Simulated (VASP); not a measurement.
# SrCl2 (P-3m1) in VASP: single point with r2SCAN

Aim: the single point of SrCl2 with r2SCAN.

Everything below comes from runs of VASP 6.6.1. Logs are shortened: lines on timing, memory, paths and dates and some standing lists are left out, and cuts for length are marked.

## (1) The cell of the first run

It takes space group P-3m1 (No. 164, trigonal). The conventional cell has a = 4.243 Å, b = 4.243 Å, c = 5.596 Å, α = 90.00°, β = 90.00°, γ = 120.00°. Within 3.8 Å of Sr (site symmetry -3m) lie 6 Cl at 2.86 Å. Cl (site symmetry 3m) has 3 Sr at 2.86 Å and 6 Cl at 3.62 to 3.82 Å within 3.9 Å.

## (2) Single point, r2SCAN (biaxial xy strain -3.7%)

POSCAR reads:

```
SrCl2
1.0
    4.2432992462      0.0000000000      0.0000000000
   -2.1216496231      3.6748049431      0.0000000000
    0.0000000000      0.0000000000      5.5960650195
Sr Cl
1 2
Direct
    0.0000000000      0.0000000000      0.0000000000
    0.3333333333      0.6666666667      0.2621599771
    0.6666666667      0.3333333333      0.7378400229
```

INCAR.step1 reads:

```
  ALGO = Normal
  EDIFF = 1E-4
  ENCUT = 520
  GGA = PE
  ISMEAR = 0
  LASPH = True
  LCHARG = False
  LREAL = False
  LWAVE = True
  NBANDS = 19
  NELM = 100
  PREC = Accurate
  SIGMA = 0.01
```

INCAR.step2 reads:

```
  ALGO = Normal
  EDIFF = 1E-7
  ENCUT = 520
  ISIF = 2
  ISMEAR = 0
  ISTART = 1
  LASPH = True
  LCHARG = False
  LMIXTAU = True
  LREAL = False
  LWAVE = False
  METAGGA = R2SCAN
  NBANDS = 19
  NELM = 100
  PREC = Accurate
  SIGMA = 0.01
```

KPOINTS reads:

```
k-points
0
Gamma
  6 6 6
```

Potentials or basis: VASP PAW PBE potentials, release 64 (Sr_sv, Cl).

Started as:

```bash
$ cat potpaw_PBE.64/Sr_sv/POTCAR potpaw_PBE.64/Cl/POTCAR > POTCAR
$ cp INCAR.step1 INCAR
$ mpirun -np 1 vasp_std > vasp.out
$ cp INCAR.step2 INCAR
$ mpirun -np 1 vasp_std > vasp.out
```

OUTCAR:

```text
EDIFF = 1E-7
   ENCUT = 520
   ISIF = 2
   ISMEAR = 0
   ISTART = 1
   LASPH = True
   LREAL = False
   METAGGA = R2SCAN
   NELM = 100
   PREC = Accurate

 ion  position               nearest neighbor table
   1  0.000  0.000  0.000-   2 2.86   3 2.86   3 2.86   2 2.86   3 2.86   2 2.86
   2  0.333  0.667  0.262-   1 2.86   1 2.86   1 2.86
   3  0.667  0.333  0.738-   1 2.86   1 2.86   1 2.86

  LATTYP: Found a hexagonal cell.
 ALAT       =     4.2432992462
 C/A-ratio  =     1.3188004651

  Lattice vectors:

 A1 = (   4.2432992462,   0.0000000000,   0.0000000000)
 A2 = (  -2.1216496231,   3.6748049431,   0.0000000000)
 A3 = (   0.0000000000,   0.0000000000,   5.5960650195)

Analysis of symmetry for initial positions (statically):
=====================================================================
 Subroutine PRICEL returns:
 Original cell was already a primitive cell.

 Routine SETGRP: Setting up the symmetry group for a
 hexagonal supercell.

 Subroutine GETGRP returns: Found 12 space group operations
 (whereof 12 operations were pure point group operations)
 out of a pool of 24 trial point group operations.

The static configuration has the point symmetry D_3d.

Analysis of symmetry for dynamics (positions and initial velocities):
=====================================================================
 Subroutine PRICEL returns:
 Original cell was already a primitive cell.

 Routine SETGRP: Setting up the symmetry group for a
 hexagonal supercell.

 Subroutine GETGRP returns: Found 12 space group operations
 (whereof 12 operations were pure point group operations)
 out of a pool of 24 trial point group operations.

The dynamic configuration has the point symmetry D_3d.

 Subroutine INISYM returns: Found 12 space group operations
 (whereof 12 operations are pure point group operations),
 and found     1 'primitive' translations

----------------------------------------------------------------------------------------

                                     Primitive cell

  volume of cell :      87.2611

  direct lattice vectors                    reciprocal lattice vectors
     4.243299246  0.000000000  0.000000000     0.235665679  0.136061643  0.000000000
    -2.121649623  3.674804943  0.000000000     0.000000000  0.272123287  0.000000000
     0.000000000  0.000000000  5.596065020     0.000000000  0.000000000  0.178696994

  length of vectors
     4.243299246  4.243299246  5.596065020     0.272123287  0.272123287  0.178696994

  position of ions in fractional coordinates (direct lattice)
     0.000000000  0.000000000  0.000000000
     0.333333333  0.666666667  0.262159977
     0.666666667  0.333333333  0.737840023

  ion indices of the primitive-cell ions
   primitive index   ion index
                 1           1
                 2           2
                 3           3

----------------------------------------------------------------------------------------

 KPOINTS: k-points

Automatic generation of k-mesh.
 Grid dimensions read from file:
 generate k-points for:    6    6    6

 Generating k-lattice:

  Cartesian coordinates                     Fractional coordinates (reciprocal lattice)
     0.039277613  0.022676941  0.000000000     0.166666667 -0.000000000  0.000000000
     0.000000000  0.045353881  0.000000000     0.000000000  0.166666667  0.000000000
     0.000000000  0.000000000  0.029782832     0.000000000  0.000000000  0.166666667

  Length of vectors
     0.045353881  0.045353881  0.029782832

  Shift w.r.t. Gamma in fractional coordinates (k-lattice)
     0.000000000  0.000000000  0.000000000

 Subroutine IBZKPT returns following result:
 ===========================================

 Found     34 irreducible k-points:

 Following reciprocal coordinates:
            Coordinates               Weight
  0.000000  0.000000  0.000000      1.000000
  0.166667  0.000000  0.000000      6.000000
  0.333333  0.000000  0.000000      6.000000
  0.500000 -0.000000  0.000000      3.000000
  0.166667  0.166667  0.000000      6.000000
  0.333333  0.166667  0.000000     12.000000
[... 16 lines left out ...]
  0.500000 -0.000000  0.333333      6.000000
  0.166667  0.166667  0.333333     12.000000
 [... further k-points ...]
   k-points           NKPTS =     34   k-points in BZ     NKDIM =     34   number of bands    NBANDS=     19
   number of dos      NEDOS =    301   number of ions     NIONS =      3
   total plane-waves  NPLWV =  43008
   dimension x,y,z NGX =    32 NGY =   32 NGZ =   42
   dimension x,y,z NGXF=    64 NGYF=   64 NGZF=   84
   ions per type =               1   2
   NGX,Y,Z   is equivalent  to a cutoff of  12.54, 12.54, 12.48 a.u.
   NGXF,Y,Z  is equivalent  to a cutoff of  25.07, 25.07, 24.95 a.u.
 SYSTEM =  unknown system
   PREC   = accura    normal or accurate (medium, high low for compatibility)
   ISTART =      1    job   : 0-new  1-cont  2-samecut
   ICHARG =      0    charge: 1-file 2-atom 10-const
   ISPIN  =      1    spin polarized calculation?
   LNONCOLLINEAR =      F non collinear calculations
   LSORBIT =      F    spin-orbit coupling
   LASPH  =      T    aspherical Exc in radial PAW
   ENCUT  =  520.0 eV  38.22 Ry    6.18 a.u.   7.89  7.89 10.40*2*pi/ulx,y,z
   NELM   =    100;   NELMIN=  2; NELMDL=  0     # of ELM steps
   EDIFF  = 0.1E-06   stopping-criterion for ELM
   LREAL  =      F    real-space projection
   EDIFFG = 0.1E-05   stopping-criterion for IOM
   NSW    =      0    number of steps for IOM
   IBRION =     -1    ionic relax: 0-MD 1-quasi-New 2-CG
   NFREE  =      0    steps in history (QN), initial steepest desc. (CG)
   ISIF   =      2    stress and relaxation
   ISYM   =      2    0-nonsym 1-usesym 2-fastsym
   POTIM  = 0.5000    time-step for ionic-motion
   TEBEG  =    0.0;   TEEND  =   0.0 temperature during run
   PSTRESS=    0.0 pullay stress
   NELECT =      24.0000    total number of electrons
   NUPDOWN=      -1.0000    fix difference up-down
   EMIN   =  10.00;   EMAX   =-10.00  energy-range for DOS
   EFERMI =   0.00;   METHOD = LEGACY
   ISMEAR =     0;   SIGMA  =   0.01  broadening in eV -4-tet -1-fermi 0-gaus
   EFERMI_NEDOS =   21; number of points for ismear=-14 and -15
   IALGO  =     38    algorithm
   IMIX   =      4    mixing-type and parameters
     AMIX     =   0.40;   BMIX     =  1.00
     AMIX_MAG =   1.60;   BMIX_MAG =  1.00
  volume/ion in A,a.u.               =      29.09       196.29
  Fermi-wavevector in a.u.,A,eV,Ry     =   1.064645  2.011888 15.421795  1.133470
  Thomas-Fermi vector in A             =   2.200171
   LORBIT       =      0    0 simple, 1 ext, 2 COOP (PROOUT), +10 PAW based schemes
   METAGGA = R2SCAN    functional components
   LHFCALC =     F    Hartree Fock is set to
   AEXX    =    0.0000 exact exchange contribution
   IVDW    =     0    specifies the selected vdW correction
   LEPSILON=     F    determine dielectric tensor
   LRPA    =     F    only Hartree local field effects (RPA)
 non-spin polarized calculation
 Gauss-broadening in eV      SIGMA  =   0.01
  energy-cutoff  :      520.00
  volume of cell :       87.26
 maximum number of plane-waves:      2373
   NGX = 15   NGY = 15   NGZ = 21

 number of electron      23.9999998 magnetization

 Free energy of the ion-electron system (eV)
  ---------------------------------------------------
  ext. energy  EPLUGINS =         0.00000000
  ---------------------------------------------------
  free energy    TOTEN  =       -35.34940114 eV

  energy without entropy =      -35.34940114  energy(sigma->0) =      -35.34940114

 E-fermi :  -0.5280     XC(G=0):  -8.6133

 val. band max:       -0.6914573652   @ k =   0.0000   0.0000   0.0000
 cond. band min:       5.0813952484   @ k =   0.5000  -0.0000   0.0000
 fundamental gap:      5.7728526135
 Fermi energy:        -0.5279532391

 k-point     1 :       0.0000    0.0000    0.0000
  band No.  band energies     occupation
      1     -34.2334      2.00000
      2     -16.0384      2.00000
      3     -15.5997      2.00000
      4     -15.5997      2.00000
      5     -14.3223      2.00000
      6     -13.3642      2.00000
[... 11 lines left out ...]
     18       8.2379      0.00000
     19       8.2379      0.00000

 k-point     2 :       0.1667    0.0000    0.0000
  band No.  band energies     occupation
      1     -34.2296      2.00000
      2     -15.9773      2.00000
      3     -15.8113      2.00000
      4     -15.6146      2.00000
      5     -14.0722      2.00000
      6     -13.4766      2.00000
[... 11 lines left out ...]
     18       8.4078      0.00000
     19       9.2296      0.00000

 k-point     3 :       0.3333    0.0000    0.0000
  band No.  band energies     occupation
      1     -34.2219      2.00000
      2     -16.1462      2.00000
      3     -15.7917      2.00000
      4     -15.6440      2.00000
      5     -13.8776      2.00000
      6     -13.5381      2.00000
[... 11 lines left out ...]
     18       9.2369      0.00000
     19      10.3847      0.00000

 k-point     4 :       0.5000   -0.0000    0.0000
  band No.  band energies     occupation
      1     -34.2181      2.00000
      2     -16.2690      2.00000
      3     -15.6956      2.00000
      4     -15.6586      2.00000
      5     -13.9843      2.00000
      6     -13.4083      2.00000
[... 11 lines left out ...]
     18       9.3734      0.00000
     19      10.1683      0.00000

 k-point     5 :       0.1667    0.1667    0.0000
  band No.  band energies     occupation
      1     -34.2238      2.00000
      2     -16.0264      2.00000
      3     -15.8838      2.00000
      4     -15.6546      2.00000
      5     -13.7889      2.00000
      6     -13.6333      2.00000
[... 11 lines left out ...]
     18       8.9942      0.00000
     19      10.6507      0.00000
[... 334 lines left out ...]
      2     -16.1401      2.00000
      3     -15.7996      2.00000
      4     -15.6435      2.00000
      5     -13.8754      2.00000
      6     -13.5419      2.00000
[... 11 lines left out ...]
     18       9.1386      0.00000
     19       9.9324      0.00000

 k-point    22 :       0.0000    0.3333    0.3333
  band No.  band energies     occupation
      1     -34.2219      2.00000
      2     -16.1286      2.00000
      3     -15.8076      2.00000
      4     -15.6435      2.00000
      5     -13.9649      2.00000
      6     -13.4473      2.00000
[... 11 lines left out ...]
     18       8.7773      0.00000
     19       9.5215      0.00000

 k-point    23 :       0.5000   -0.0000    0.3333
  band No.  band energies     occupation
      1     -34.2180      2.00000
      2     -16.2569      2.00000
      3     -15.6999      2.00000
      4     -15.6580      2.00000
      5     -14.0481      2.00000
      6     -13.3523      2.00000
[... 11 lines left out ...]
     18       9.1551      0.00000
     19      10.0491      0.00000

 k-point    24 :       0.1667    0.1667    0.3333
  band No.  band energies     occupation
      1     -34.2238      2.00000
      2     -16.0114      2.00000
      3     -15.9028      2.00000
      4     -15.6544      2.00000
      5     -13.7865      2.00000
      6     -13.6323      2.00000
[... 11 lines left out ...]
     18       9.0309      0.00000
     19       9.8113      0.00000

 [... further k-points ...]
[... 5 lines left out ...]
  --------------------------------------------------------------------------------------
  -------------------------------------------------------------------------------------
  Total        1.8022722      1.8022722      0.9324490     -0.0000000      0.0000000     -0.0000000
  in kB       33.0910285     33.0910285     17.1204419     -0.0000000      0.0000000     -0.0000000
  external PRESSURE =      27.7674996 kB  Pullay stress =       0.0000000 kB

 VOLUME and BASIS-vectors are now :
 -----------------------------------------------------------------------------
  energy-cutoff  :      520.00
  volume of cell :       87.26
      direct lattice vectors                 reciprocal lattice vectors
     4.243299246  0.000000000  0.000000000     0.235665679  0.136061643  0.000000000
    -2.121649623  3.674804943  0.000000000     0.000000000  0.272123287  0.000000000
     0.000000000  0.000000000  5.596065020     0.000000000  0.000000000  0.178696994

 POSITION                                       TOTAL-FORCE (eV/Angst)
 -----------------------------------------------------------------------------------
      0.00000      0.00000      0.00000         0.000000      0.000000     -0.000000
     -0.00000      2.44987      1.46706         0.000000      0.000000      0.013769
      2.12165      1.22493      4.12900        -0.000000      0.000000     -0.013769
 -----------------------------------------------------------------------------------
    total drift:                               -0.000000      0.000000     -0.000000

  FREE ENERGIE OF THE ION-ELECTRON SYSTEM (eV)
  ---------------------------------------------------
  free  energy   TOTEN  =       -35.3494011372 eV

  energy  without entropy=      -35.3494011372  energy(sigma->0) =      -35.34940114
```

Run time: 2.4 min. Hardware: 1 thread of Intel Xeon Platinum 8375C at 2.90GHz (Ice Lake), shared host; peak memory 0.24 GiB.

What came out:

| Property | Result |
| --- | --- |
| Free energy | -35.3494 eV |
| Pressure | 2.8 GPa |
| Largest force | 0.014 eV/Å |
| Band gap on the k mesh | 5.77 eV (least direct gap 6.08 eV) |

Forces on the atoms (eV/Å):
```
Sr   0.000  0.000  0.000
Cl   0.000  0.000  0.014
Cl   0.000  0.000 -0.014
```

Stress tensor (GPa, compression positive):
```
3.31 0.00 0.00
0.00 3.31 0.00
0.00 0.00 1.71
```

Caveat: the cell differs from its parent crystal (biaxial xy strain -3.7%); the PAW data sets were made with another functional, which shifts forces and pressure a little.
